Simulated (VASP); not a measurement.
# Y (Fd-3m) in VASP: notebook, part 2 of 2

VASP 6.6.1. The steps go on from the part before.

## Step 3: Single point, PBE

This run uses another cell than the first one, of 26.91 Å³/atom.

The input, INCAR:

```
ALGO     = Normal         # electronic algorithm
EDIFF    = 1E-6           # SCF threshold, eV
ENCUT    = 500            # plane-wave cutoff, eV
GGA      = PE             # functional
GGA_COMPAT= F            
ISIF     = 2              # what is computed and relaxed
ISMEAR   = -1             # smearing method
LASPH    = T              # aspherical terms in the spheres
LCHARG   = F              # write CHGCAR
LREAL    = F              # projectors in reciprocal space
LWAVE    = F              # write WAVECAR
NBANDS   = 18             # bands
NELM     = 120            # most SCF steps
PREC     = Accurate       # precision mode
SIGMA    = 0.1            # smearing width, eV
```

The input, KPOINTS:

```
k-points
0
Gamma
  6 6 6
```

The input, POSCAR:

```
Y
1.0
    0.0000000000      2.9966931149      2.9966931149
    2.9966931149      0.0000000000      2.9966931149
    2.9966931149      2.9966931149      0.0000000000
Y
2
Direct
    1.0000000000      1.0000000000      1.0000000000
    0.2500000000      0.2500000000      0.2500000000
```

Potentials or basis: VASP PAW PBE potentials, release 64 (Y_sv).

Command:

```console
cat potpaw_PBE.64/Y_sv/POTCAR > POTCAR
mpirun -np 1 vasp_std > vasp.out
```

Run time: 12 s. Hardware: 1 thread of Intel Xeon Platinum 8488C (Sapphire Rapids), shared host; peak memory 0.18 GiB.

Results (log left out):

```yaml
Free_energy: -8.1968 eV
Pressure: 10.1 GPa
Band_gap_on_the_k_mesh: zero (bands 11 and 12 overlap by 1.34 eV)
```

Levels at points of the mesh, in eV from the Fermi level:
| k point | band 7 | band 8 | band 9 | band 10 | band 11 | band 12 | band 13 | band 14 | band 15 | band 16 |
| --- | --- | --- | --- | --- | --- | --- | --- | --- | --- | --- |
| (0.00, 0.00, 0.00) | -22.05 | -22.05 | -4.10 | -0.84 | -0.84 | 0.81 | 0.81 | 0.81 | 3.26 | 3.26 |
| (0.50, 0.00, 0.00) | -21.75 | -21.75 | -1.43 | -1.09 | -0.74 | -0.74 | 0.41 | 0.41 | 2.07 | 4.81 |
| (0.50, 0.50, 0.00) | -21.45 | -21.45 | -2.21 | -2.21 | 0.47 | 0.47 | 1.84 | 1.84 | 2.35 | 2.35 |

Caveat: the cell stands under pressure.

## Step 4: Single point, PBE

This run uses another cell than the first one, of 31.45 Å³/atom.

The input, INCAR:

```
SYSTEM = Y
ALGO = Normal
EDIFF = 1E-6
ENCUT = 500
GGA = PE
GGA_COMPAT = .False.
ISIF = 2
ISMEAR = -1
LASPH = .True.
LCHARG = .False.
LREAL = .False.
LWAVE = .False.
NBANDS = 18
NELM = 120
PREC = Accurate
SIGMA = 0.1
```

The input, KPOINTS:

```
k-points
0
Gamma
  6 6 6
  0 0 0
```

The input, POSCAR:

```
Y
1.0
    0.0000000000      3.1564245667      3.1564245667
    3.1564245667      0.0000000000      3.1564245667
    3.1564245667      3.1564245667      0.0000000000
Y
2
Direct
    1.0000000000      1.0000000000      1.0000000000
    0.2500000000      0.2500000000      0.2500000000
```

Potentials or basis: VASP PAW PBE potentials, release 64 (Y_sv).

Command:

```console
cat potpaw_PBE.64/Y_sv/POTCAR > POTCAR
mpirun -np 1 vasp_std > vasp.out
```

OUTCAR:

```text
SYSTEM = Y
   EDIFF = 1E-6
   ENCUT = 500
   GGA = PE
   ISIF = 2
   ISMEAR = -1
   LASPH = .True.
   LREAL = .False.
   NELM = 120
   PREC = Accurate

 ion  position               nearest neighbor table
   1  0.000  0.000  0.000-   2 2.73   2 2.73   2 2.73   2 2.73
   2  0.250  0.250  0.250-   1 2.73   1 2.73   1 2.73   1 2.73

  LATTYP: Found a face centered cubic cell.
 ALAT       =     6.3128491334

  Lattice vectors:

 A1 = (   0.0000000000,   3.1564245667,   3.1564245667)
[... 512 lines left out ...]

------------------------ aborting loop because EDIFF is reached ----------------------------------------

  FORCE on cell =-STRESS in cart. coord.  units (eV):
  Direction    XX          YY          ZZ          XY          YZ          ZX
  --------------------------------------------------------------------------------------
  -------------------------------------------------------------------------------------
  Total        2.0213744      2.0213744      2.0213744      0.0000000      0.0000000      0.0000000
  in kB       51.4921583     51.4921583     51.4921583      0.0000000      0.0000000      0.0000000
  external PRESSURE =      51.4921583 kB  Pullay stress =       0.0000000 kB

 VOLUME and BASIS-vectors are now :
 -----------------------------------------------------------------------------
  energy-cutoff  :      500.00
  volume of cell :       62.90
      direct lattice vectors                 reciprocal lattice vectors
     0.000000000  3.156424567  3.156424567    -0.158407080  0.158407080  0.158407080
     3.156424567  0.000000000  3.156424567     0.158407080 -0.158407080  0.158407080
     3.156424567  3.156424567  0.000000000     0.158407080  0.158407080 -0.158407080

 POSITION                                       TOTAL-FORCE (eV/Angst)
 -----------------------------------------------------------------------------------
      0.00000      0.00000      0.00000         0.000000     -0.000000     -0.000000
      1.57821      1.57821      1.57821        -0.000000      0.000000      0.000000
 -----------------------------------------------------------------------------------
    total drift:                                0.000000      0.000000      0.000000

  FREE ENERGIE OF THE ION-ELECTRON SYSTEM (eV)
  ---------------------------------------------------
  free  energy   TOTEN  =        -8.6019527485 eV

  energy  without entropy=       -8.4856980148  energy(sigma->0) =       -8.54382538
```

OSZICAR:

```text
N       E                     dE             d eps       ncg     rms          rms(c)
DAV:   1     0.895361489170E+02    0.89536E+02   -0.11333E+04   576   0.115E+03
DAV:   2    -0.264835065543E+01   -0.92184E+02   -0.90694E+02   702   0.255E+02
DAV:   3    -0.865263158371E+01   -0.60043E+01   -0.58191E+01  1060   0.397E+01
DAV:   4    -0.880411652624E+01   -0.15148E+00   -0.15071E+00   718   0.650E+00
DAV:   5    -0.880805750524E+01   -0.39410E-02   -0.39387E-02   770   0.796E-01    0.215E+01
DAV:   6    -0.860123088212E+01    0.20683E+00   -0.42394E-01   776   0.302E+00    0.123E+01
DAV:   7    -0.860124004305E+01   -0.91609E-05   -0.41911E-01   970   0.275E+00    0.167E+00
DAV:   8    -0.860249012582E+01   -0.12501E-02   -0.56374E-02   694   0.141E+00    0.386E-01
DAV:   9    -0.860197903563E+01    0.51109E-03   -0.35222E-03   666   0.362E-01    0.123E-01
DAV:  10    -0.860195286290E+01    0.26173E-04   -0.32418E-04   702   0.140E-01    0.174E-02
DAV:  11    -0.860195470403E+01   -0.18411E-05   -0.39470E-05   876   0.313E-02    0.138E-02
DAV:  12    -0.860195292040E+01    0.17836E-05   -0.35552E-06   498   0.148E-02    0.172E-03
DAV:  13    -0.860195274845E+01    0.17195E-06   -0.34752E-07   314   0.503E-03
   1 F= -.86019527E+01 E0= -.85438254E+01  d E =-.116255E+00
```

stdout:

```text
POSCAR found type information on POSCAR Y
 POSCAR found :  1 types and       2 ions
 scaLAPACK will be used
 LDA part: xc-table for (Slater+PW92), standard interpolation
 POSCAR, INCAR and KPOINTS ok, starting setup
 FFT: planning ... GRIDC
 FFT: planning ... GRID_SOFT
 FFT: planning ... GRID
 WAVECAR not read
 entering main loop
```

It took 17 s on 1 thread of Intel Xeon Platinum 8488C (Sapphire Rapids), shared host; peak memory 0.21 GiB.

What came out:

| Property | Result |
| --- | --- |
| Free energy | -8.6020 eV |
| Pressure | 5.1 GPa |
| Band gap on the k mesh | zero (bands 11 and 12 overlap by 1.06 eV) |

Levels at points of the mesh, in eV from the Fermi level:
```csv
k point,band 8,band 9,band 10,band 11,band 12,band 13,band 14,band 15
"(0.00, 0.00, 0.00)",-22.31,-3.96,-0.51,-0.51,0.69,0.69,0.69,2.75
"(0.50, 0.00, 0.00)",-22.12,-1.33,-1.10,-0.46,-0.46,0.48,0.48,1.45
"(0.50, 0.50, 0.00)",-21.92,-1.73,-1.73,0.57,0.57,1.02,1.02,2.27
```

Caveat: the cell stands under pressure.

## Step 5: Summary

```csv
cell,gap on the mesh (eV),pressure (GPa)
"a = 4.038 Å, angles 60.0°, 2 atoms",none,20.1
"a = 4.238 Å, angles 60.0°, 2 atoms",none,10.1
"a = 4.464 Å, angles 60.0°, 2 atoms",none,5.1
```

Alike in all rows: task single point; level PBE; potentials or basis VASP PAW PBE potentials, release 64 (Y_sv); no spin polarisation; k mesh 6 × 6 × 6; cutoff (eV) 500; smearing fermi-dirac 0.1 eV.

Caveats: the cell stands under pressure.

Total energies depend on the potentials used, so only differences within one code and one set of settings carry meaning.
